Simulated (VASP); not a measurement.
# I (Cmce) in VASP: further runs, part 2 of 2

VASP 6.6.1. The steps go on from the part before.

## 3. Single point, PBE

This run uses another cell than the first one, of 46.50 Å³/atom.

File INCAR:

```
SYSTEM = I
  PREC = Accurate
  ENCUT = 520
  EDIFF = 1E-7
  ISMEAR = 0
  SIGMA = 0.1
  LREAL = .False.
  LASPH = .True.
  NELM = 100
  ALGO = Normal
  ISIF = 2
  LWAVE = .False.
  LCHARG = .False.
  GGA = PE
  NBANDS = 22
```

File KPOINTS:

```
regular mesh
0
Gamma
  6 6 2
  0 0 0
```

File POSCAR:

```
I
1.0
    4.0974114427     -2.3451454012      0.0000000000
    4.0974114427      2.3451454012      0.0000000000
    0.0000000000      0.0000000000      9.6788574090
I
4
Direct
    0.8367920217      0.1632079783      0.8780793222
    0.3367920217      0.6632079783      0.6219206778
    0.1632079783      0.8367920217      0.1219206778
    0.6632079783      0.3367920217      0.3780793222
```

Potentials or basis: VASP PAW PBE potentials, release 64 (I).

Started as:

```sh
$ cat potpaw_PBE.64/I/POTCAR > POTCAR
$ mpirun -np 1 vasp_std > vasp.out
```

OUTCAR:

```text
SYSTEM = I
   PREC = Accurate
   ENCUT = 520
   EDIFF = 1E-7
   ISMEAR = 0
   LREAL = .False.
   LASPH = .True.
   NELM = 100
   ISIF = 2
   GGA = PE

 ion  position               nearest neighbor table
   1  0.837  0.163  0.878-   3 2.81   2 3.41   2 3.41
   2  0.337  0.663  0.622-   4 2.81   1 3.41   1 3.41
   3  0.163  0.837  0.122-   1 2.81   4 3.41   4 3.41
   4  0.663  0.337  0.378-   2 2.81   3 3.41   3 3.41

  LATTYP: Found a base centered orthorhombic cell.
 ALAT       =     4.6902908024
 B/A-ratio  =     1.7471886564
 C/A-ratio  =     2.0635943093

  Lattice vectors:

 A1 = (  -4.0974114427,  -2.3451454012,   0.0000000000)
 A2 = (   4.0974114427,  -2.3451454012,   0.0000000000)
 A3 = (   0.0000000000,   0.0000000000,   9.6788574090)

Analysis of symmetry for initial positions (statically):
=====================================================================
 Subroutine PRICEL returns:
 Original cell was already a primitive cell.

 Routine SETGRP: Setting up the symmetry group for a
 base centered orthorhombic supercell.

 Subroutine GETGRP returns: Found  8 space group operations
 (whereof  4 operations were pure point group operations)
 out of a pool of  8 trial point group operations.

The static configuration has the point symmetry C_2h.
 The point group associated with its full space group is D_2h.

Analysis of symmetry for dynamics (positions and initial velocities):
=====================================================================
 Subroutine PRICEL returns:
 Original cell was already a primitive cell.

 Routine SETGRP: Setting up the symmetry group for a
 base centered orthorhombic supercell.

 Subroutine GETGRP returns: Found  8 space group operations
 (whereof  4 operations were pure point group operations)
 out of a pool of  8 trial point group operations.

The dynamic configuration has the point symmetry C_2h.
 The point group associated with its full space group is D_2h.

 Subroutine INISYM returns: Found  8 space group operations
 (whereof  4 operations are pure point group operations),
 and found     1 'primitive' translations

----------------------------------------------------------------------------------------

                                     Primitive cell

  volume of cell :     186.0088

  direct lattice vectors                    reciprocal lattice vectors
     4.097411443 -2.345145401  0.000000000     0.122028263 -0.213206396  0.000000000
     4.097411443  2.345145401  0.000000000     0.122028263  0.213206396  0.000000000
     0.000000000  0.000000000  9.678857409     0.000000000  0.000000000  0.103317980

  length of vectors
     4.721068468  4.721068468  9.678857409     0.245658023  0.245658023  0.103317980

  position of ions in fractional coordinates (direct lattice)
     0.836792022  0.163207978  0.878079322
     0.336792022  0.663207978  0.621920678
     0.163207978  0.836792022  0.121920678
     0.663207978  0.336792022  0.378079322

  ion indices of the primitive-cell ions
   primitive index   ion index
                 1           1
                 2           2
                 3           3
                 4           4
[... 20 lines left out ...]
     0.000000000  0.000000000  0.000000000

 Subroutine IBZKPT returns following result:
 ===========================================

 Found     26 irreducible k-points:

 Following reciprocal coordinates:
            Coordinates               Weight
  0.000000  0.000000  0.000000      1.000000
  0.166667  0.000000  0.000000      4.000000
  0.333333  0.000000  0.000000      4.000000
  0.500000  0.000000  0.000000      2.000000
  0.166667  0.166667  0.000000      2.000000
  0.333333  0.166667  0.000000      4.000000
[... 16 lines left out ...]
  0.333333  0.333333  0.500000      2.000000
  0.500000  0.333333  0.500000      4.000000
 [... further k-points ...]
   k-points           NKPTS =     26   k-points in BZ     NKDIM =     26   number of bands    NBANDS=     22
   number of dos      NEDOS =    301   number of ions     NIONS =      4
   total plane-waves  NPLWV =  93312
   dimension x,y,z NGX =    36 NGY =   36 NGZ =   72
   dimension x,y,z NGXF=    72 NGYF=   72 NGZF=  144
   ions per type =               4
   NGX,Y,Z   is equivalent  to a cutoff of  12.68, 12.68, 12.37 a.u.
   NGXF,Y,Z  is equivalent  to a cutoff of  25.35, 25.35, 24.73 a.u.
 SYSTEM =  I
   PREC   = accura    normal or accurate (medium, high low for compatibility)
   ISTART =      0    job   : 0-new  1-cont  2-samecut
   ICHARG =      2    charge: 1-file 2-atom 10-const
   ISPIN  =      1    spin polarized calculation?
   LNONCOLLINEAR =      F non collinear calculations
   LSORBIT =      F    spin-orbit coupling
   LASPH  =      T    aspherical Exc in radial PAW
   ENCUT  =  520.0 eV  38.22 Ry    6.18 a.u.   8.78  8.78 18.00*2*pi/ulx,y,z
   NELM   =    100;   NELMIN=  2; NELMDL= -5     # of ELM steps
   EDIFF  = 0.1E-06   stopping-criterion for ELM
   LREAL  =      F    real-space projection
   EDIFFG = 0.1E-05   stopping-criterion for IOM
   NSW    =      0    number of steps for IOM
   IBRION =     -1    ionic relax: 0-MD 1-quasi-New 2-CG
   NFREE  =      0    steps in history (QN), initial steepest desc. (CG)
   ISIF   =      2    stress and relaxation
   ISYM   =      2    0-nonsym 1-usesym 2-fastsym
   POTIM  = 0.5000    time-step for ionic-motion
   TEBEG  =    0.0;   TEEND  =   0.0 temperature during run
   PSTRESS=    0.0 pullay stress
   NELECT =      28.0000    total number of electrons
   NUPDOWN=      -1.0000    fix difference up-down
   EMIN   =  10.00;   EMAX   =-10.00  energy-range for DOS
   EFERMI =   0.00;   METHOD = LEGACY
   ISMEAR =     0;   SIGMA  =   0.10  broadening in eV -4-tet -1-fermi 0-gaus
   EFERMI_NEDOS =   21; number of points for ismear=-14 and -15
   IALGO  =     38    algorithm
   IMIX   =      4    mixing-type and parameters
     AMIX     =   0.40;   BMIX     =  1.00
     AMIX_MAG =   1.60;   BMIX_MAG =  1.00
  volume/ion in A,a.u.               =      46.50       313.81
  Fermi-wavevector in a.u.,A,eV,Ry     =   0.870863  1.645692 10.318684  0.758402
  Thomas-Fermi vector in A             =   1.989889
   LORBIT       =      0    0 simple, 1 ext, 2 COOP (PROOUT), +10 PAW based schemes
   GGA     = PE    functional components
   LHFCALC =     F    Hartree Fock is set to
   AEXX    =    0.0000 exact exchange contribution
   IVDW    =     0    specifies the selected vdW correction
   LEPSILON=     F    determine dielectric tensor
   LRPA    =     F    only Hartree local field effects (RPA)
 non-spin polarized calculation
 Gauss-broadening in eV      SIGMA  =   0.10
  energy-cutoff  :      520.00
  volume of cell :      186.01
 maximum number of plane-waves:      5028
   NGX = 17   NGY = 17   NGZ = 35

 number of electron      27.9999999 magnetization

 Free energy of the ion-electron system (eV)
  ---------------------------------------------------
  ext. energy  EPLUGINS =         0.00000000
  ---------------------------------------------------
  free energy    TOTEN  =        -6.07040081 eV

  energy without entropy =       -6.07040081  energy(sigma->0) =       -6.07040081

 E-fermi :   2.2670     XC(G=0):  -7.5938

 val. band max:        1.8300652221   @ k =   0.5000   0.0000   0.5000
 cond. band min:       2.8946966265   @ k =   0.5000   0.3333   0.0000
 fundamental gap:      1.0646314044
 Fermi energy:         2.2669531477

 k-point     1 :       0.0000    0.0000    0.0000
  band No.  band energies     occupation
      1     -11.4796      2.00000
      2     -10.8111      2.00000
      3      -9.9331      2.00000
      4      -8.7881      2.00000
      5      -2.4601      2.00000
      6      -1.2681      2.00000
[... 589 lines left out ...]
     21       9.4516      0.00000
     22       9.4516      0.00000

 [... further k-points ...]

------------------------ aborting loop because EDIFF is reached ----------------------------------------

  FORCE on cell =-STRESS in cart. coord.  units (eV):
  Direction    XX          YY          ZZ          XY          YZ          ZX
  --------------------------------------------------------------------------------------
  -------------------------------------------------------------------------------------
  Total        0.3241913      0.0156119      0.1026066      0.0000000      0.0000000      0.0000000
  in kB        2.7924060      0.1344722      0.8837968      0.0000000      0.0000000      0.0000000
  external PRESSURE =       1.2702250 kB  Pullay stress =       0.0000000 kB

 VOLUME and BASIS-vectors are now :
 -----------------------------------------------------------------------------
  energy-cutoff  :      520.00
  volume of cell :      186.01
      direct lattice vectors                 reciprocal lattice vectors
     4.097411443 -2.345145401  0.000000000     0.122028263 -0.213206396  0.000000000
     4.097411443  2.345145401  0.000000000     0.122028263  0.213206396  0.000000000
     0.000000000  0.000000000  9.678857409     0.000000000  0.000000000  0.103317980

 POSITION                                       TOTAL-FORCE (eV/Angst)
 -----------------------------------------------------------------------------------
      4.09741     -1.57965      8.49880         0.000000     -0.027960      0.019103
      4.09741      0.76549      6.01948         0.000000     -0.027960     -0.019103
      4.09741      1.57965      1.18005         0.000000      0.027960     -0.019103
      4.09741     -0.76549      3.65938         0.000000      0.027960      0.019103
 -----------------------------------------------------------------------------------
    total drift:                               -0.000000     -0.000000     -0.000000

  FREE ENERGIE OF THE ION-ELECTRON SYSTEM (eV)
  ---------------------------------------------------
  free  energy   TOTEN  =        -6.0704008084 eV

  energy  without entropy=       -6.0704008084  energy(sigma->0) =       -6.07040081
```

Run time: 73 s. Hardware: 1 thread of AMD EPYC 7R13 (Zen 3), shared host; peak memory 0.28 GiB.

Results:

```
Free energy            : -6.0704 eV
Pressure               : 0.1 GPa
Largest force          : 0.034 eV/Å
Band gap on the k mesh : 1.06 eV (least direct gap 1.19 eV)
```

Forces in eV/Å, atoms in the order of the input:
```
I    0.000 -0.028  0.019
I    0.000 -0.028 -0.019
I    0.000  0.028 -0.019
I    0.000  0.028  0.019
```

Stress tensor (GPa, compression positive):
```
0.28 0.00 0.00
0.00 0.01 0.00
0.00 0.00 0.09
```

Caveat: spin-orbit coupling is left out, which moves the levels of the heavy elements.
